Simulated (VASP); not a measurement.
Here is a VASP 6.6.1 calculation.

INCAR

```
SYSTEM = V
  PREC = Accurate
  ENCUT = 520
  EDIFF = 1E-6
  ISMEAR = -1
  SIGMA = 0.1
  LREAL = .False.
  LASPH = .True.
  NELM = 100
  ALGO = Normal
  ISIF = 2
  LWAVE = .False.
  LCHARG = .True.
  GGA = B5
  ALDAX = 1.0
  AGGAX = 1.0
  AGGAC = 1.0
  ALDAC = 0.0
  LELF = .True.
  LVHAR = .True.
  NBANDS = 20
```

Contents of KPOINTS:

```
Automatic mesh
0
Gamma
  13 13 7
  0 0 0
```

File POSCAR:

```
V
1.0
    2.6244394618      0.0000000000      0.0000000000
   -1.3122197309      2.2728312446      0.0000000000
    0.0000000000      0.0000000000      4.7901729279
V
2
Direct
    0.3333333333      0.6666666667      0.2500000000
    0.6666666667      0.3333333333      0.7500000000
```

Potentials or basis: VASP PAW PBE potentials, release 64 (V_sv).

Command:

```console
$ cat potpaw_PBE.64/V_sv/POTCAR > POTCAR
$ mpirun -np 1 vasp_std > vasp.out
```

**Question.** Estimate the pressure.

**Answer.** 0.3 GPa.

**Question.** What does it give for the band gap on the k mesh?

**Answer.** Zero (bands 13 and 14 overlap by 1.64 eV).

Caveat: the PAW data sets were made with another functional, which shifts forces and pressure a little.
